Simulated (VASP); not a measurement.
SiGe3Ru2:

```
Si Ge Ru
1.0
     3.98295    0.00000    0.00000
     0.00000    3.98295    0.00000
     0.00000    0.00000    7.19922
Si Ge Ru
1 3 2
Direct
  0.00000 0.00000 0.00000
  0.50000 0.50000 0.70442
  0.50000 0.50000 0.29558
  0.50000 0.50000 0.00000
  0.00000 0.50000 0.50000
  0.50000 0.00000 0.50000
```

The cell was generated, and may not be a known phase.

```yaml
Program: VASP 6.6.1
Task: relaxation of cell and atoms
Functional: PBE
Potentials_or_basis: VASP PAW PBE potentials, release 64 (Si, Ge_d, Ru_pv)
Cutoff: 600 eV
k_mesh: 4 × 4 × 4
Occupations: gaussian, width 0.1 eV
Spin: no spin polarisation
```

At the start: pressure 7.3 GPa; volume 19.03 Å³/atom.

Q: Where does the relaxation end?

A: Over 23 steps the energy falls by 391.4 meV/atom and the volume is 19.72 Å³/atom (+3.6 %); space group P4/mmm (No. 123, to 0.1 Å) before and after.

The path:
```tsv
step	energy change (eV)	largest force (eV/Å)	pressure (GPa)	volume (Å³)
1	0.0000	2.8899	7.28	114.21
2	-1.6642	0.7540	-2.94	127.69
3	-1.6872	0.7959	-3.14	128.76
4	-1.7120	0.8643	-3.55	130.87
5	-1.6917	0.9468	-3.81	134.95
6	-1.7127	0.9045	-3.71	132.09
7	-1.9664	1.7305	2.59	123.36
8	-1.9667	1.7873	2.99	122.91
9	-2.1805	1.2460	1.61	122.44
10	-2.2865	0.5083	0.75	121.80
11	-2.2870	0.4523	0.68	121.74
12	-2.3106	0.2675	-0.95	122.83
13	-2.3114	0.2327	-1.24	123.05
14	-2.3279	0.2604	-0.55	121.48
15	-2.3354	0.3330	1.20	117.93
16	-2.3383	0.3116	0.48	119.26
17	-2.3457	0.0934	-0.24	119.22
18	-2.3459	0.0520	-0.37	119.22
19	-2.3484	0.0145	0.10	118.43
20	-2.3484	0.0107	0.10	118.36
21	-2.3483	0.0043	0.22	118.22
22	-2.3484	0.0092	0.17	118.31
23	-2.3484	0.0104	0.11	118.33
```

Final structure:
```yaml
crystal:
  lattice:
    - [3.60238, 0.00000, 0.00000]
    - [0.00000, 3.60238, 0.00000]
    - [0.00000, 0.00000, 9.11844]
  atoms:
    - { symbol: Si, position: [0.00000, 0.00000, 0.00000] }
    - { symbol: Ge, position: [0.50000, 0.50000, 0.70689] }
    - { symbol: Ge, position: [0.50000, 0.50000, 0.29311] }
    - { symbol: Ge, position: [0.50000, 0.50000, 0.00000] }
    - { symbol: Ru, position: [0.00000, 0.50000, 0.50000] }
    - { symbol: Ru, position: [0.50000, 0.00000, 0.50000] }
```

Caveat: the k points lie up to 0.44 Å⁻¹ apart in the final cell, too coarse for converged energies and pressures of a metal; a cell axis changed by over 15 % at a fixed basis, so the end point is rough.
